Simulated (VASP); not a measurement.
A run of VASP 6.6.1:

INCAR

```
SYSTEM = Pb
  ALGO = Normal
  EDIFF = 1E-6
  ENCUT = 520
  GGA = CA
  ISIF = 2
  ISMEAR = -1
  LASPH = .TRUE.
  LCHARG = .TRUE.
  LELF = .TRUE.
  LREAL = .FALSE.
  LVHAR = .TRUE.
  LWAVE = .FALSE.
  NBANDS = 28
  NELM = 100
  PREC = Accurate
  SIGMA = 0.1
```

KPOINTS

```
k-points
0
G
  8 8 11
  0 0 0
```

POSCAR

```
Pb
1.0
    5.3504580718      0.0000000000      0.0000000000
   -2.6752290359      4.6336326120      0.0000000000
    0.0000000000      0.0000000000      3.2507079819
Pb
3
Direct
    0.0000000000      1.0000000000      0.0000000000
    0.3333333333      0.6666666667      0.5000000000
    0.6666666667      0.3333333333      0.5000000000
```

Potentials or basis: VASP PAW LDA potentials, release 64 (Pb_d).

Command:

```console
$ cat potpaw_LDA.64/Pb_d/POTCAR > POTCAR
$ mpirun -np 1 vasp_std > vasp.out
```

Hardware: 1 thread of Intel(R) Xeon(R) 6975P-C (Granite Rapids), on a shared host.

How long does it take, and how much memory?

Wall time 60 s on 1 thread of Intel(R) Xeon(R) 6975P-C (Granite Rapids), with other jobs on the host, peak memory 0.22 GiB. Counts: scf iterations 11, k points 60.
